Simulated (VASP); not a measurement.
# SrO (Fm-3m) in VASP: relaxation of cell and atoms with PBEsol

Aim: the relaxation of cell and atoms of SrO with PBEsol.

All numbers are computed with VASP 6.6.1; they aren't measurements. Logs are shortened: lines on timing, memory, paths and dates and some standing lists are left out, and cuts for length are marked.

## 1. The cell of the first run

Symmetry: Fm-3m, No. 225, cubic system. The conventional cell has a = 5.133 Å, b = 5.133 Å, c = 5.133 Å, α = 90.00°, β = 90.00°, γ = 90.00°. Within 3.4 Å of Sr (site symmetry m-3m) lie 6 O at 2.57 Å. Within 3.4 Å of O (site symmetry m-3m) lie 6 Sr at 2.57 Å.

## 2. Relaxation of cell and atoms, PBEsol

INCAR

```
SYSTEM = SrO
PREC = Accurate
ENCUT = 600
EDIFF = 1E-6
ISMEAR = -1
SIGMA = 0.08
LREAL = .False.
LASPH = .True.
NELM = 80
ALGO = Normal
ISIF = 3
LWAVE = .False.
LCHARG = .False.
GGA = PS
IBRION = 2
NSW = 100
EDIFFG = -0.002
```

KPOINTS

```
Automatic mesh
0
Gamma
  16 16 16
  0 0 0
```

POSCAR

```
SrO
1.0
    0.0000000000      2.5663000000      2.5663000000
    2.5663000000      0.0000000000      2.5663000000
    2.5663000000      2.5663000000      0.0000000000
Sr O
1 1
Direct
    0.5000000000      0.5000000000      0.5000000000
    0.0000000000      0.0000000000      0.0000000000
```

Potentials or basis: VASP PAW PBE potentials, release 64 (Sr_sv, O).

The run is started by

```sh
$ cat potpaw_PBE.64/Sr_sv/POTCAR potpaw_PBE.64/O/POTCAR > POTCAR
$ mpirun -np 1 vasp_std > vasp.out
```

OUTCAR:

```text
SYSTEM = SrO
   PREC = Accurate
   ENCUT = 600
   EDIFF = 1E-6
   ISMEAR = -1
   LREAL = .False.
   LASPH = .True.
   NELM = 80
   ISIF = 3
   GGA = PS
   IBRION = 2
   NSW = 100
   EDIFFG = -0.002

 ion  position               nearest neighbor table
   1  0.500  0.500  0.500-   2 2.57   2 2.57   2 2.57   2 2.57   2 2.57   2 2.57
   2  0.000  0.000  0.000-   1 2.57   1 2.57   1 2.57   1 2.57   1 2.57   1 2.57

  LATTYP: Found a face centered cubic cell.
 ALAT       =     5.1326000000

  Lattice vectors:

 A1 = (   0.0000000000,   2.5663000000,   2.5663000000)
 A2 = (   2.5663000000,   0.0000000000,   2.5663000000)
 A3 = (   2.5663000000,   2.5663000000,   0.0000000000)

Analysis of symmetry for initial positions (statically):
=====================================================================
 Subroutine PRICEL returns:
 Original cell was already a primitive cell.

 Routine SETGRP: Setting up the symmetry group for a
 face centered cubic supercell.

 Subroutine GETGRP returns: Found 48 space group operations
 (whereof 48 operations were pure point group operations)
 out of a pool of 48 trial point group operations.

The static configuration has the point symmetry O_h .

Analysis of symmetry for dynamics (positions and initial velocities):
=====================================================================
 Subroutine PRICEL returns:
 Original cell was already a primitive cell.

 Routine SETGRP: Setting up the symmetry group for a
 face centered cubic supercell.

 Subroutine GETGRP returns: Found 48 space group operations
 (whereof 48 operations were pure point group operations)
 out of a pool of 48 trial point group operations.

The dynamic configuration has the point symmetry O_h .

 Subroutine INISYM returns: Found 48 space group operations
 (whereof 48 operations are pure point group operations),
 and found     1 'primitive' translations

----------------------------------------------------------------------------------------

                                     Primitive cell

  volume of cell :      33.8028

  direct lattice vectors                    reciprocal lattice vectors
     0.000000000  2.566300000  2.566300000    -0.194833028  0.194833028  0.194833028
     2.566300000  0.000000000  2.566300000     0.194833028 -0.194833028  0.194833028
     2.566300000  2.566300000  0.000000000     0.194833028  0.194833028 -0.194833028

  length of vectors
     3.629296265  3.629296265  3.629296265     0.337460704  0.337460704  0.337460704

  position of ions in fractional coordinates (direct lattice)
     0.500000000  0.500000000  0.500000000
     0.000000000  0.000000000  0.000000000

  ion indices of the primitive-cell ions
   primitive index   ion index
                 1           1
                 2           2

----------------------------------------------------------------------------------------

 KPOINTS: Automatic mesh

Automatic generation of k-mesh.
 Grid dimensions read from file:
 generate k-points for:   16   16   16

 Generating k-lattice:

  Cartesian coordinates                     Fractional coordinates (reciprocal lattice)
    -0.012177064  0.012177064  0.012177064     0.062500000  0.000000000  0.000000000
     0.012177064 -0.012177064  0.012177064     0.000000000  0.062500000  0.000000000
     0.012177064  0.012177064 -0.012177064     0.000000000  0.000000000  0.062500000

  Length of vectors
     0.021091294  0.021091294  0.021091294

  Shift w.r.t. Gamma in fractional coordinates (k-lattice)
     0.000000000  0.000000000  0.000000000

 Subroutine IBZKPT returns following result:
 ===========================================

 Found    145 irreducible k-points:

 Following reciprocal coordinates:
            Coordinates               Weight
  0.000000  0.000000  0.000000      1.000000
  0.062500  0.000000  0.000000      8.000000
  0.125000  0.000000  0.000000      8.000000
  0.187500  0.000000  0.000000      8.000000
  0.250000  0.000000  0.000000      8.000000
  0.312500  0.000000  0.000000      8.000000
[... 16 lines left out ...]
 -0.125000  0.062500  0.000000     24.000000
 -0.062500  0.062500  0.000000     12.000000
 [... further k-points ...]
   k-points           NKPTS =    145   k-points in BZ     NKDIM =    145   number of bands    NBANDS=     12
   number of dos      NEDOS =    301   number of ions     NIONS =      2
   total plane-waves  NPLWV =  27000
   dimension x,y,z NGX =    30 NGY =   30 NGZ =   30
   dimension x,y,z NGXF=    60 NGYF=   60 NGZF=   60
   ions per type =               1   1
   NGX,Y,Z   is equivalent  to a cutoff of  13.74, 13.74, 13.74 a.u.
   NGXF,Y,Z  is equivalent  to a cutoff of  27.48, 27.48, 27.48 a.u.
 SYSTEM =  SrO
   PREC   = accura    normal or accurate (medium, high low for compatibility)
   ISTART =      0    job   : 0-new  1-cont  2-samecut
   ICHARG =      2    charge: 1-file 2-atom 10-const
   ISPIN  =      1    spin polarized calculation?
   LNONCOLLINEAR =      F non collinear calculations
   LSORBIT =      F    spin-orbit coupling
   LASPH  =      T    aspherical Exc in radial PAW
   ENCUT  =  600.0 eV  44.10 Ry    6.64 a.u.   7.25  7.25  7.25*2*pi/ulx,y,z
   NELM   =     80;   NELMIN=  2; NELMDL= -5     # of ELM steps
   EDIFF  = 0.1E-05   stopping-criterion for ELM
   LREAL  =      F    real-space projection
   EDIFFG = -.2E-02   stopping-criterion for IOM
   NSW    =    100    number of steps for IOM
   IBRION =      2    ionic relax: 0-MD 1-quasi-New 2-CG
   NFREE  =      1    steps in history (QN), initial steepest desc. (CG)
   ISIF   =      3    stress and relaxation
   ISYM   =      2    0-nonsym 1-usesym 2-fastsym
   POTIM  = 0.5000    time-step for ionic-motion
   TEBEG  =    0.0;   TEEND  =   0.0 temperature during run
   PSTRESS=    0.0 pullay stress
   NELECT =      16.0000    total number of electrons
   NUPDOWN=      -1.0000    fix difference up-down
   EMIN   =  10.00;   EMAX   =-10.00  energy-range for DOS
   EFERMI =   0.00;   METHOD = LEGACY
   ISMEAR =    -1;   SIGMA  =   0.08  broadening in eV -4-tet -1-fermi 0-gaus
   EFERMI_NEDOS =   21; number of points for ismear=-14 and -15
   IALGO  =     38    algorithm
   IMIX   =      4    mixing-type and parameters
     AMIX     =   0.40;   BMIX     =  1.00
     AMIX_MAG =   1.60;   BMIX_MAG =  1.00
  volume/ion in A,a.u.               =      16.90       114.06
  Fermi-wavevector in a.u.,A,eV,Ry     =   1.275843  2.410995 22.147245  1.627777
  Thomas-Fermi vector in A             =   2.408533
   LORBIT       =      0    0 simple, 1 ext, 2 COOP (PROOUT), +10 PAW based schemes
   GGA     = PS    functional components
   LHFCALC =     F    Hartree Fock is set to
   AEXX    =    0.0000 exact exchange contribution
   IVDW    =     0    specifies the selected vdW correction
   LEPSILON=     F    determine dielectric tensor
   LRPA    =     F    only Hartree local field effects (RPA)
 conjugate gradient relaxation of ions
 non-spin polarized calculation
  energy-cutoff  :      600.00
  volume of cell :       33.80
 maximum number of plane-waves:      1158
 NGX is ok and might be reduce to    30
   NGX = 15   NGY = 15   NGZ = 15

 number of electron      15.9999997 magnetization

 Free energy of the ion-electron system (eV)
  ---------------------------------------------------
  ext. energy  EPLUGINS =         0.00000000
  ---------------------------------------------------
  free energy    TOTEN  =       -12.64113994 eV

  energy without entropy =      -12.64113994  energy(sigma->0) =      -12.64113994

 E-fermi :   3.1706     XC(G=0): -10.3034

 val. band max:        1.5133260557   @ k =   0.0000   0.0000   0.0000
 cond. band min:       4.6659223336   @ k =   0.5000   0.5000   0.0000
 fundamental gap:      3.1525962779
 Fermi energy:         3.1705681254

 k-point     1 :       0.0000    0.0000    0.0000
  band No.  band energies     occupation
      1     -30.7039      2.00000
      2     -13.4914      2.00000
      3     -12.3508      2.00000
      4     -12.3508      2.00000
      5     -12.3508      2.00000
      6       1.5133      2.00000
      7       1.5133      2.00000
      8       1.5133      2.00000
      9       5.3754      0.00000
     10       7.6878      0.00000
     11       7.6878      0.00000
     12       7.6878      0.00000

 k-point     2 :       0.0625    0.0000    0.0000
  band No.  band energies     occupation
      1     -30.6985      2.00000
      2     -13.6034      2.00000
      3     -12.3541      2.00000
      4     -12.3541      2.00000
      5     -12.2520      2.00000
      6       1.3791      2.00000
      7       1.4593      2.00000
      8       1.4593      2.00000
      9       5.5711      0.00000
     10       7.6344      0.00000
     11       7.7670      0.00000
     12       7.7670      0.00000

 k-point     3 :       0.1250    0.0000    0.0000
  band No.  band energies     occupation
      1     -30.6830      2.00000
      2     -13.8577      2.00000
      3     -12.3635      2.00000
      4     -12.3635      2.00000
      5     -12.0356      2.00000
      6       1.0423      2.00000
      7       1.3109      2.00000
      8       1.3109      2.00000
      9       6.0884      0.00000
     10       7.5249      0.00000
     11       7.9994      0.00000
     12       7.9994      0.00000

 k-point     4 :       0.1875    0.0000    0.0000
  band No.  band energies     occupation
      1     -30.6597      2.00000
      2     -14.1530      2.00000
      3     -12.3774      2.00000
      4     -12.3774      2.00000
      5     -11.7972      2.00000
      6       0.6190      2.00000
      7       1.1027      2.00000
      8       1.1027      2.00000
      9       6.8001      0.00000
     10       7.4559      0.00000
     11       8.3692      0.00000
     12       8.3692      0.00000

 k-point     5 :       0.2500    0.0000    0.0000
  band No.  band energies     occupation
      1     -30.6319      2.00000
      2     -14.4380      2.00000
      3     -12.3937      2.00000
      4     -12.3937      2.00000
      5     -11.5792      2.00000
      6       0.1931      2.00000
      7       0.8750      2.00000
      8       0.8750      2.00000
      9       7.4425      0.00000
     10       7.6472      0.00000
     11       8.8463      0.00000
     12       8.8463      0.00000
[... 228 lines left out ...]
      1     -30.6190      2.00000
      2     -14.5235      2.00000
      3     -12.4567      2.00000
      4     -12.3805      2.00000
      5     -11.5119      2.00000
      6       0.0315      2.00000
      7       0.7045      2.00000
      8       0.9501      2.00000
      9       7.4047      0.00000
     10       7.8770      0.00000
     11       8.8750      0.00000
     12       9.3858      0.00000

 k-point    22 :      -0.1875    0.0625    0.0000
  band No.  band energies     occupation
      1     -30.6468      2.00000
      2     -14.2666      2.00000
      3     -12.4357      2.00000
      4     -12.3641      2.00000
      5     -11.6981      2.00000
      6       0.4007      2.00000
      7       0.9160      2.00000
      8       1.1766      2.00000
      9       7.1006      0.00000
     10       7.3357      0.00000
     11       8.4036      0.00000
     12       8.8719      0.00000

 k-point    23 :      -0.1250    0.0625    0.0000
  band No.  band energies     occupation
      1     -30.6716      2.00000
      2     -13.9951      2.00000
      3     -12.4100      2.00000
      4     -12.3533      2.00000
      5     -11.9094      2.00000
      6       0.7904      2.00000
      7       1.1368      2.00000
      8       1.3661      2.00000
      9       6.4002      0.00000
     10       7.3718      0.00000
     11       8.0455      0.00000
     12       8.4095      0.00000

 k-point    24 :      -0.0625    0.0625    0.0000
  band No.  band energies     occupation
      1     -30.6897      2.00000
      2     -13.7506      2.00000
      3     -12.3811      2.00000
      4     -12.3497      2.00000
      5     -12.1160      2.00000
      6       1.1468      2.00000
      7       1.3309      2.00000
      8       1.4686      2.00000
      9       5.8563      0.00000
     10       7.5003      0.00000
     11       7.8289      0.00000
     12       8.0304      0.00000

 [... further k-points ...]
[... 5 lines left out ...]
  --------------------------------------------------------------------------------------
  -------------------------------------------------------------------------------------
  Total       -0.0015424     -0.0015424     -0.0015424     -0.0000000      0.0000000      0.0000000
  in kB       -0.0731053     -0.0731053     -0.0731053     -0.0000000      0.0000000      0.0000000
  external PRESSURE =      -0.0731053 kB  Pullay stress =       0.0000000 kB

 VOLUME and BASIS-vectors are now :
 -----------------------------------------------------------------------------
  energy-cutoff  :      600.00
  volume of cell :       33.80
      direct lattice vectors                 reciprocal lattice vectors
     0.000000000  2.566300000  2.566300000    -0.194833028  0.194833028  0.194833028
     2.566300000  0.000000000  2.566300000     0.194833028 -0.194833028  0.194833028
     2.566300000  2.566300000  0.000000000     0.194833028  0.194833028 -0.194833028

 POSITION                                       TOTAL-FORCE (eV/Angst)
 -----------------------------------------------------------------------------------
      2.56630      2.56630      2.56630         0.000000      0.000000      0.000000
      0.00000      0.00000      0.00000        -0.000000     -0.000000     -0.000000
 -----------------------------------------------------------------------------------
    total drift:                               -0.000000      0.000000      0.000000

  FREE ENERGIE OF THE ION-ELECTRON SYSTEM (eV)
  ---------------------------------------------------
  free  energy   TOTEN  =       -12.6411399430 eV

  energy  without entropy=      -12.6411399428  energy(sigma->0) =      -12.64113994

 reached required accuracy - stopping structural energy minimisation
```

Run time: 35 s. Hardware: 1 thread of Intel Xeon 6975P-C (Granite Rapids), shared host; peak memory 0.23 GiB.

Results:

| Property | Result |
| --- | --- |
| Free energy | -12.6411 eV |
| Pressure after relaxing | 0.0 GPa |
| Band gap on the k mesh | 3.15 eV (least direct gap 3.24 eV) |

Final structure:
```
CELL_PARAMETERS angstrom
0.00000 2.56630 2.56630
2.56630 0.00000 2.56630
2.56630 2.56630 0.00000
ATOMIC_POSITIONS crystal
Sr 0.50000 0.50000 0.50000
O 0.00000 0.00000 0.00000
```

Caveat: the relaxation stopped at its first step, so nothing moved; the PAW data sets were made with another functional, which shifts forces and pressure a little. A k mesh can miss the band edges.
